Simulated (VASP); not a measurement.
Crystal: TiB4.

```xyz
5
Lattice="2.7145 0.0000 0.0000 0.0000 3.9977 0.0000 0.0000 0.0000 4.7017" Properties=species:S:1:pos:R:3 pbc="T T T"
Ti    0.0000    1.9988    0.0000
B     1.3573    0.0000    3.9181
B     0.0000    0.0000    1.5672
B     0.0000    0.0000    3.1345
B     1.3573    0.0000    0.7836
```

- Program: VASP 6.6.1
- Task: relaxation of cell and atoms
- Functional: PBE
- Potentials or basis: VASP PAW PBE potentials, release 64 (Ti_sv, B)
- Cutoff: 600 eV
- k mesh: 6 × 4 × 4
- Occupations: gaussian, width 0.1 eV
- Spin: no spin polarisation

At the start: pressure 19.9 GPa; volume 10.20 Å³/atom.

Problem. How do energy, volume and symmetry change on relaxing?

Solution. Over 10 steps the energy falls by 477.6 meV/atom and the volume is 9.92 Å³/atom (-2.8 %); space group Pmmm (No. 47, to 0.05 Å).

Step by step:
| step | energy change (eV) | largest force (eV/Å) | pressure (GPa) | volume (Å³) |
| --- | --- | --- | --- | --- |
| 1 | 0.0000 | 0.5421 | 19.93 | 51.02 |
| 2 | -1.5949 | 0.0210 | -21.40 | 59.88 |
| 3 | -1.7453 | 0.0857 | -13.97 | 57.60 |
| 4 | -2.3362 | 0.3248 | -4.83 | 51.58 |
| 5 | -2.3717 | 0.5270 | -1.64 | 50.20 |
| 6 | -2.3731 | 0.5779 | -0.70 | 49.84 |
| 7 | -2.3850 | 0.2647 | 0.59 | 49.39 |
| 8 | -2.3876 | 0.0157 | 0.18 | 49.52 |
| 9 | -2.3876 | 0.0079 | 0.19 | 49.52 |
| 10 | -2.3880 | 0.0305 | -0.09 | 49.58 |

Final structure:
```
Ti B
1.0
     3.01697    0.00000    0.00000
     0.00000    3.24366    0.00000
     0.00000    0.00000    5.06610
Ti B
1 4
Direct
  0.00000 0.50000 0.00000
  0.50000 0.00000 0.82540
  0.00000 0.00000 0.33661
  0.00000 0.00000 0.66339
  0.50000 0.00000 0.17460
```

Caveat: the k points lie up to 0.48 Å⁻¹ apart in the final cell.
